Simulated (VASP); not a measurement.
Wanted: the native input for a VASP 6.6.1 run.

```
Task                   : single point
Functional             : r2SCAN
Potentials or basis    : VASP PAW PBE potentials, release 64 (Si, Ti_sv)
Cutoff                 : 520 eV
k mesh                 : 8 × 8 × 8
Occupations            : gaussian, width 0.1 eV
Spin                   : no spin polarisation
Dipole correction      : no
Further INCAR settings : ALGO = Normal; EDIFF = 1e-06; NBANDS = 34
```

Crystal: TiSi3.

```
Si Ti
1.0
    -3.80383    3.80383    0.00000
    -3.80383    0.00000    3.80383
     0.00000    3.80383    3.80383
Si Ti
6 2
Direct
  0.00000 0.00000 0.00000
  0.50000 0.00000 0.00000
  0.00000 0.50000 0.00000
  0.50000 0.00000 0.50000
  0.00000 0.50000 0.50000
  0.50000 0.50000 0.50000
  0.00000 0.00000 0.50000
  0.50000 0.50000 0.00000
```

The input as run:

POSCAR

```
TiSi3
1.0
   -3.8038274434      3.8038274434      0.0000000000
   -3.8038274434      0.0000000000      3.8038274434
    0.0000000000      3.8038274434      3.8038274434
Si Ti
6 2
Direct
    0.0000000000      0.0000000000      0.0000000000
    0.5000000000      0.0000000000      0.0000000000
    0.0000000000      0.5000000000      0.0000000000
    0.5000000000      0.0000000000      0.5000000000
    0.0000000000      0.5000000000      0.5000000000
    0.5000000000      0.5000000000      0.5000000000
    0.0000000000      0.0000000000      0.5000000000
    0.5000000000      0.5000000000      0.0000000000
```

INCAR.step1

```
SYSTEM = TiSi3
PREC     = Accurate       ! precision mode
ENCUT    = 520            ! plane-wave cutoff, eV
ISMEAR   = 0              ! smearing method
SIGMA    = 0.1            ! smearing width, eV
LREAL    = .FALSE.        ! projectors in reciprocal space
LASPH    = .TRUE.         ! aspherical terms in the spheres
NELM     = 80             ! most SCF steps
NBANDS   = 34             ! bands
GGA      = PE             ! functional
ALGO     = Normal         ! electronic algorithm
EDIFF    = 1E-4           ! SCF threshold, eV
LWAVE    = .TRUE.         ! write WAVECAR
LCHARG   = .FALSE.        ! write CHGCAR
```

INCAR.step2

```
SYSTEM = TiSi3
PREC     = Accurate       ! precision mode
ENCUT    = 520            ! plane-wave cutoff, eV
EDIFF    = 1E-6           ! SCF threshold, eV
ISMEAR   = 0              ! smearing method
SIGMA    = 0.1            ! smearing width, eV
LREAL    = .FALSE.        ! projectors in reciprocal space
LASPH    = .TRUE.         ! aspherical terms in the spheres
NELM     = 80             ! most SCF steps
ALGO     = Normal         ! electronic algorithm
ISIF     = 2              ! what is computed and relaxed
LWAVE    = .FALSE.        ! write WAVECAR
LCHARG   = .FALSE.        ! write CHGCAR
METAGGA  = R2SCAN         ! meta-GGA
LMIXTAU  = .TRUE.       
NBANDS   = 34             ! bands
ISTART   = 1
```

KPOINTS

```
regular mesh
0
G
  8 8 8
  0 0 0
```

Potentials or basis: VASP PAW PBE potentials, release 64 (Si, Ti_sv).

The run is started by

```bash
$ cat potpaw_PBE.64/Si/POTCAR potpaw_PBE.64/Ti_sv/POTCAR > POTCAR
$ cp INCAR.step1 INCAR
$ mpirun -np 1 vasp_std > vasp.out
$ cp INCAR.step2 INCAR
$ mpirun -np 1 vasp_std > vasp.out
```

It gave:

```json
{"Pressure": "0.2 GPa", "Band gap on the k mesh": "zero (bands 24 and 25 overlap by 1.26 eV)"}
```

Caveat: the PAW data sets were made with another functional, which shifts forces and pressure a little.

It took 6.5 min on 1 thread of AMD EPYC 7R43 64-Core Processor (Zen 3), on a shared host, peak memory 0.27 GiB.
